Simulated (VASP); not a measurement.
Write the native input for VASP 6.6.1 that does the following.

* Task: single point
* Functional: BLYP
* Potentials or basis: VASP PAW PBE potentials, release 64 (C)
* Cutoff: 520 eV
* k mesh: 22 × 22 × 2
* Occupations: fermi-dirac, width 0.1 eV
* Spin: no spin polarisation
* Dipole correction: no
* Further INCAR settings: ALGO = Normal; EDIFF = 1e-06; NBANDS = 16

The structure of C lies in POSCAR:

```
C
1.0
    1.8275035929      0.0000000000      0.0000000000
   -0.9137517964      1.5826645370      0.0000000000
    0.0000000000      0.0000000000     19.2950442112
C
4
Direct
    0.0000000000      1.0000000000      1.0000000000
    0.0000000000      1.0000000000      0.5000000000
    0.3333333333      0.6666666667      0.2500000000
    0.6666666667      0.3333333333      0.7500000000
```

This cell differs from its parent crystal: volume scaled by 1.04.

One way to write it, as run:

INCAR

```
SYSTEM = C
  PREC = Accurate
  ENCUT = 520
  EDIFF = 1E-6
  ISMEAR = -1
  SIGMA = 0.1
  LREAL = .False.
  LASPH = .True.
  NELM = 100
  ALGO = Normal
  ISIF = 2
  LWAVE = .False.
  LCHARG = .False.
  GGA = B5
  ALDAX = 1.0
  AGGAX = 1.0
  AGGAC = 1.0
  ALDAC = 0.0
  NBANDS = 16
```

KPOINTS

```
regular mesh
0
Gamma
  22 22 2
  0 0 0
```

Potentials or basis: VASP PAW PBE potentials, release 64 (C).

Launch:

```console
$ cat potpaw_PBE.64/C/POTCAR > POTCAR
$ mpirun -np 1 vasp_std > vasp.out
```

It gave:

```yaml
Pressure: -1.9 GPa
Band_gap_on_the_k_mesh: zero (band 8 reaches 2.46 eV, above the bottom of band 9 at 0.61 eV)
```

Caveat: the PAW data sets were made with another functional, which shifts forces and pressure a little; this functional lacks dispersion, which binds the layers, so the pressure and a relaxed spacing across them are unreliable.

It took 51 s on 1 thread of Intel(R) Xeon(R) 6975P-C (Granite Rapids), on a shared host, peak memory 0.19 GiB.
